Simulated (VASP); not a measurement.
# TlCl (Pm-3m) in VASP: single point with PBE+D3(BJ)

Aim: the single point of TlCl with PBE+D3(BJ).

Program: VASP 6.6.1. These are calculated values, not measurements. Logs are shortened: lines on timing, memory, paths and dates and some standing lists are left out, and cuts for length are marked.

## Step 1: The cell of the first run

It takes space group Pm-3m (No. 221, cubic). The conventional cell has a = 3.918 Å, b = 3.918 Å, c = 3.918 Å, α = 90.00°, β = 90.00°, γ = 90.00°. Tl (site symmetry m-3m) has 8 Cl at 3.39 Å and 6 Tl at 3.92 Å within 4.5 Å. Cl (site symmetry m-3m) has 8 Tl at 3.39 Å and 6 Cl at 3.92 Å within 4.5 Å.

## Step 2: Single point, PBE+D3(BJ)

INCAR

```
SYSTEM = TlCl
ALGO = Normal
EDIFF = 1E-6
ENCUT = 500
GGA = PE
GGA_COMPAT = .FALSE.
ISIF = 2
ISMEAR = 0
IVDW = 12
LASPH = .TRUE.
LCHARG = .TRUE.
LELF = .TRUE.
LREAL = .FALSE.
LVHAR = .TRUE.
LWAVE = .FALSE.
NBANDS = 17
NELM = 120
PREC = Accurate
SIGMA = 0.02
```

KPOINTS

```
k-points
0
G
  8 8 8
  0 0 0
```

POSCAR

```
TlCl
1.0
    3.9176796871      0.0000000000      0.0000000000
    0.0000000000      3.9176796871      0.0000000000
    0.0000000000      0.0000000000      3.9176796871
Tl Cl
1 1
Direct
    0.0000000000      0.0000000000      0.0000000000
    0.5000000000      0.5000000000      0.5000000000
```

Potentials or basis: VASP PAW PBE potentials, release 64 (Tl_d, Cl).

Run with:

```
$ cat potpaw_PBE.64/Tl_d/POTCAR potpaw_PBE.64/Cl/POTCAR > POTCAR
$ mpirun -np 1 vasp_std > vasp.out
```

OUTCAR:

```text
SYSTEM = TlCl
   EDIFF = 1E-6
   ENCUT = 500
   GGA = PE
   ISIF = 2
   ISMEAR = 0
   IVDW = 12
   LASPH = .TRUE.
   LREAL = .FALSE.
   NELM = 120
   PREC = Accurate
 IVDW          = 12

 ion  position               nearest neighbor table
   1  0.000  0.000  0.000-   2 3.39   2 3.39   2 3.39   2 3.39   2 3.39   2 3.39   2 3.39   2 3.39

   2  0.500  0.500  0.500-   1 3.39   1 3.39   1 3.39   1 3.39   1 3.39   1 3.39   1 3.39   1 3.39

  LATTYP: Found a simple cubic cell.
 ALAT       =     3.9176796871

  Lattice vectors:

 A1 = (   3.9176796871,   0.0000000000,   0.0000000000)
 A2 = (   0.0000000000,   3.9176796871,   0.0000000000)
 A3 = (   0.0000000000,   0.0000000000,   3.9176796871)

Analysis of symmetry for initial positions (statically):
=====================================================================
 Subroutine PRICEL returns:
 Original cell was already a primitive cell.

 Routine SETGRP: Setting up the symmetry group for a
 simple cubic supercell.

 Subroutine GETGRP returns: Found 48 space group operations
 (whereof 48 operations were pure point group operations)
 out of a pool of 48 trial point group operations.

The static configuration has the point symmetry O_h .

Analysis of symmetry for dynamics (positions and initial velocities):
=====================================================================
 Subroutine PRICEL returns:
 Original cell was already a primitive cell.

 Routine SETGRP: Setting up the symmetry group for a
 simple cubic supercell.

 Subroutine GETGRP returns: Found 48 space group operations
 (whereof 48 operations were pure point group operations)
 out of a pool of 48 trial point group operations.

The dynamic configuration has the point symmetry O_h .

 Subroutine INISYM returns: Found 48 space group operations
 (whereof 48 operations are pure point group operations),
 and found     1 'primitive' translations

----------------------------------------------------------------------------------------

                                     Primitive cell

  volume of cell :      60.1294

  direct lattice vectors                    reciprocal lattice vectors
     3.917679687  0.000000000  0.000000000     0.255253129  0.000000000  0.000000000
     0.000000000  3.917679687  0.000000000     0.000000000  0.255253129  0.000000000
     0.000000000  0.000000000  3.917679687     0.000000000  0.000000000  0.255253129

  length of vectors
     3.917679687  3.917679687  3.917679687     0.255253129  0.255253129  0.255253129

  position of ions in fractional coordinates (direct lattice)
     0.000000000  0.000000000  0.000000000
     0.500000000  0.500000000  0.500000000

  ion indices of the primitive-cell ions
   primitive index   ion index
                 1           1
                 2           2

----------------------------------------------------------------------------------------

 KPOINTS: k-points

Automatic generation of k-mesh.
 Grid dimensions read from file:
 generate k-points for:    8    8    8

 Generating k-lattice:

  Cartesian coordinates                     Fractional coordinates (reciprocal lattice)
     0.031906641  0.000000000  0.000000000     0.125000000  0.000000000  0.000000000
     0.000000000  0.031906641  0.000000000     0.000000000  0.125000000  0.000000000
     0.000000000  0.000000000  0.031906641     0.000000000  0.000000000  0.125000000

  Length of vectors
     0.031906641  0.031906641  0.031906641

  Shift w.r.t. Gamma in fractional coordinates (k-lattice)
     0.000000000  0.000000000  0.000000000

 Subroutine IBZKPT returns following result:
 ===========================================

 Found     35 irreducible k-points:

 Following reciprocal coordinates:
            Coordinates               Weight
  0.000000  0.000000  0.000000      1.000000
  0.125000  0.000000  0.000000      6.000000
  0.250000  0.000000  0.000000      6.000000
  0.375000  0.000000  0.000000      6.000000
  0.500000  0.000000  0.000000      3.000000
  0.125000  0.125000  0.000000     12.000000
[... 16 lines left out ...]
  0.375000  0.375000  0.125000     24.000000
  0.500000  0.375000  0.125000     24.000000
 [... further k-points ...]
   k-points           NKPTS =     35   k-points in BZ     NKDIM =     35   number of bands    NBANDS=     17
   number of dos      NEDOS =    301   number of ions     NIONS =      2
   total plane-waves  NPLWV =  27000
   dimension x,y,z NGX =    30 NGY =   30 NGZ =   30
   dimension x,y,z NGXF=    60 NGYF=   60 NGZF=   60
   ions per type =               1   1
   NGX,Y,Z   is equivalent  to a cutoff of  12.73, 12.73, 12.73 a.u.
   NGXF,Y,Z  is equivalent  to a cutoff of  25.46, 25.46, 25.46 a.u.
 SYSTEM =  TlCl
   PREC   = accura    normal or accurate (medium, high low for compatibility)
   ISTART =      0    job   : 0-new  1-cont  2-samecut
   ICHARG =      2    charge: 1-file 2-atom 10-const
   ISPIN  =      1    spin polarized calculation?
   LNONCOLLINEAR =      F non collinear calculations
   LSORBIT =      F    spin-orbit coupling
   LASPH  =      T    aspherical Exc in radial PAW
   ENCUT  =  500.0 eV  36.75 Ry    6.06 a.u.   7.14  7.14  7.14*2*pi/ulx,y,z
   NELM   =    120;   NELMIN=  2; NELMDL= -5     # of ELM steps
   EDIFF  = 0.1E-05   stopping-criterion for ELM
   LREAL  =      F    real-space projection
   EDIFFG = 0.1E-04   stopping-criterion for IOM
   NSW    =      0    number of steps for IOM
   IBRION =     -1    ionic relax: 0-MD 1-quasi-New 2-CG
   NFREE  =      0    steps in history (QN), initial steepest desc. (CG)
   ISIF   =      2    stress and relaxation
   ISYM   =      2    0-nonsym 1-usesym 2-fastsym
   POTIM  = 0.5000    time-step for ionic-motion
   TEBEG  =    0.0;   TEEND  =   0.0 temperature during run
   PSTRESS=    0.0 pullay stress
   NELECT =      20.0000    total number of electrons
   NUPDOWN=      -1.0000    fix difference up-down
   EMIN   =  10.00;   EMAX   =-10.00  energy-range for DOS
   EFERMI =   0.00;   METHOD = LEGACY
   ISMEAR =     0;   SIGMA  =   0.02  broadening in eV -4-tet -1-fermi 0-gaus
   EFERMI_NEDOS =   21; number of points for ismear=-14 and -15
   IALGO  =     38    algorithm
   IMIX   =      4    mixing-type and parameters
     AMIX     =   0.40;   BMIX     =  1.00
     AMIX_MAG =   1.60;   BMIX_MAG =  1.00
  volume/ion in A,a.u.               =      30.06       202.89
  Fermi-wavevector in a.u.,A,eV,Ry     =   1.134286  2.143490 17.505320  1.286605
  Thomas-Fermi vector in A             =   2.270990
   LORBIT       =      0    0 simple, 1 ext, 2 COOP (PROOUT), +10 PAW based schemes
   GGA     = PE    functional components
   LHFCALC =     F    Hartree Fock is set to
   AEXX    =    0.0000 exact exchange contribution
   IVDW    =    12    specifies the selected vdW correction
   LEPSILON=     F    determine dielectric tensor
   LRPA    =     F    only Hartree local field effects (RPA)
 non-spin polarized calculation
 Gauss-broadening in eV      SIGMA  =   0.02
  energy-cutoff  :      500.00
  volume of cell :       60.13
 maximum number of plane-waves:      1568
 NGX is ok and might be reduce to    30
   NGX = 15   NGY = 15   NGZ = 15

 number of electron      19.9999992 magnetization

 Free energy of the ion-electron system (eV)
  ---------------------------------------------------
  ext. energy  EPLUGINS =         0.00000000
  ---------------------------------------------------
  free energy    TOTEN  =        -6.01486786 eV

  energy without entropy =       -6.01486786  energy(sigma->0) =       -6.01486786

 E-fermi :   2.0993     XC(G=0):  -8.8258

 val. band max:        2.0164206370   @ k =   0.5000   0.0000   0.0000
 cond. band min:       4.2515727976   @ k =   0.5000   0.0000   0.0000
 fundamental gap:      2.2351521607
 Fermi energy:         2.0992764688

 k-point     1 :       0.0000    0.0000    0.0000
  band No.  band energies     occupation
      1     -11.3806      2.00000
      2      -7.8012      2.00000
      3      -7.8012      2.00000
      4      -7.5975      2.00000
      5      -7.5975      2.00000
      6      -7.5975      2.00000
[... 9 lines left out ...]
     16      13.8909      0.00000
     17      16.1783      0.00000

 k-point     2 :       0.1250    0.0000    0.0000
  band No.  band energies     occupation
      1     -11.3522      2.00000
      2      -7.7995      2.00000
      3      -7.7794      2.00000
      4      -7.6069      2.00000
      5      -7.6069      2.00000
      6      -7.5966      2.00000
[... 9 lines left out ...]
     16      14.7149      0.00000
     17      15.9897      0.00000

 k-point     3 :       0.2500    0.0000    0.0000
  band No.  band energies     occupation
      1     -11.2820      2.00000
      2      -7.7956      2.00000
      3      -7.7280      2.00000
      4      -7.6295      2.00000
      5      -7.6295      2.00000
      6      -7.5945      2.00000
[... 9 lines left out ...]
     16      15.1157      0.00000
     17      16.0280      0.00000

 k-point     4 :       0.3750    0.0000    0.0000
  band No.  band energies     occupation
      1     -11.2089      2.00000
      2      -7.7917      2.00000
      3      -7.6782      2.00000
      4      -7.6518      2.00000
      5      -7.6518      2.00000
      6      -7.5924      2.00000
[... 9 lines left out ...]
     16      14.1665      0.00000
     17      16.1974      0.00000
[... 343 lines left out ...]
      1     -11.1157      2.00000
      2      -7.7219      2.00000
      3      -7.6764      2.00000
      4      -7.6306      2.00000
      5      -7.6303      2.00000
      6      -7.6075      2.00000
[... 9 lines left out ...]
     16      13.8406      0.00000
     17      15.9238      0.00000

 k-point    23 :       0.3750    0.3750    0.1250
  band No.  band energies     occupation
      1     -11.0974      2.00000
      2      -7.7061      2.00000
      3      -7.6655      2.00000
      4      -7.6513      2.00000
      5      -7.6267      2.00000
      6      -7.5862      2.00000
[... 9 lines left out ...]
     16      13.6791      0.00000
     17      15.1388      0.00000

 k-point    24 :       0.5000    0.3750    0.1250
  band No.  band energies     occupation
      1     -11.0806      2.00000
      2      -7.7007      2.00000
      3      -7.6684      2.00000
      4      -7.6503      2.00000
      5      -7.6317      2.00000
      6      -7.5659      2.00000
[... 9 lines left out ...]
     16      13.5725      0.00000
     17      15.4585      0.00000

 [... further k-points ...]

------------------------ aborting loop because EDIFF is reached ----------------------------------------

 Edisp (eV)   -0.53512

 E8    (eV) :    -0.2474

  FORCE on cell =-STRESS in cart. coord.  units (eV):
  Direction    XX          YY          ZZ          XY          YZ          ZX
  --------------------------------------------------------------------------------------
  -------------------------------------------------------------------------------------
  Total      -0.02683    -0.02683    -0.02683    -0.00000    -0.00000    -0.00000
  in kB      -0.71501    -0.71501    -0.71501    -0.00000    -0.00000    -0.00000
  external pressure =       -0.72 kB  Pullay stress =        0.00 kB

 VOLUME and BASIS-vectors are now :
 -----------------------------------------------------------------------------
  energy-cutoff  :      500.00
  volume of cell :       60.13
      direct lattice vectors                 reciprocal lattice vectors
     3.917679687  0.000000000  0.000000000     0.255253129  0.000000000  0.000000000
     0.000000000  3.917679687  0.000000000     0.000000000  0.255253129  0.000000000
     0.000000000  0.000000000  3.917679687     0.000000000  0.000000000  0.255253129

 POSITION                                       TOTAL-FORCE (eV/Angst)
 -----------------------------------------------------------------------------------
      0.00000      0.00000      0.00000         0.000000      0.000000      0.000000
      1.95884      1.95884      1.95884         0.000000      0.000000      0.000000
 -----------------------------------------------------------------------------------
    total drift:                                0.000000     -0.000000     -0.000000

  FREE ENERGIE OF THE ION-ELECTRON SYSTEM (eV)
  ---------------------------------------------------
  free  energy   TOTEN  =        -6.5499926910 eV

  energy  without entropy=       -6.5499926910  energy(sigma->0) =       -6.54999269
```

Wall time 30 s (1 thread of AMD EPYC 9R45 (Zen 5), shared host); peak memory 0.16 GiB.

Results:

| Item | Value |
| --- | --- |
| Free energy | -6.5500 eV |
| Pressure | -0.1 GPa |
| Band gap on the k mesh | 2.24 eV, direct |
| Dispersion energy per atom | -0.268 eV |

Caveat: spin-orbit coupling is left out, which moves the levels of the heavy elements. As with any semilocal functional, this PBE gap is likely too small.
